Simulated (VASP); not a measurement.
Runs of VASP 6.6.1 on Rb. The structure is that of space group P6/mmm (No. 191), or close to it. The cells are those of the table. This isn't the form of Rb at room conditions, which is bcc.

```csv
cell,gap on the mesh (eV),pressure (GPa)
"a = 8.479, b = 8.479, c = 5.074 Å, angles 90.0, 90.0, 120.0°, 3 atoms",none,(a)
"a = 8.369, b = 8.369, c = 5.008 Å, angles 90.0, 90.0, 120.0°, 3 atoms",none,(b)
"a = 8.691, b = 8.691, c = 5.201 Å, angles 90.0, 90.0, 120.0°, 3 atoms",none,-0.2
"a = 8.256, b = 8.256, c = 4.941 Å, angles 90.0, 90.0, 120.0°, 3 atoms",none,0.1
"a = 8.020, b = 8.020, c = 4.799 Å, angles 90.0, 90.0, 120.0°, 3 atoms",none,0.4
```

Alike in all rows: task single point; level RPBE; potentials or basis VASP PAW PBE potentials, release 64 (Rb_sv); no spin polarisation; k mesh 5 × 5 × 7; cutoff (eV) 520; smearing fermi-dirac 0.1 eV.

Task: Estimate the missing entries.

Result: (a) -0.1; (b) 0.0.

Caveats: the PAW data sets were made with another functional, which shifts forces and pressure a little.

A k mesh can miss the band edges, and the runs leave out spin-orbit coupling on Rb.

A gap of «none» marks levels without a gap at the run's occupations.
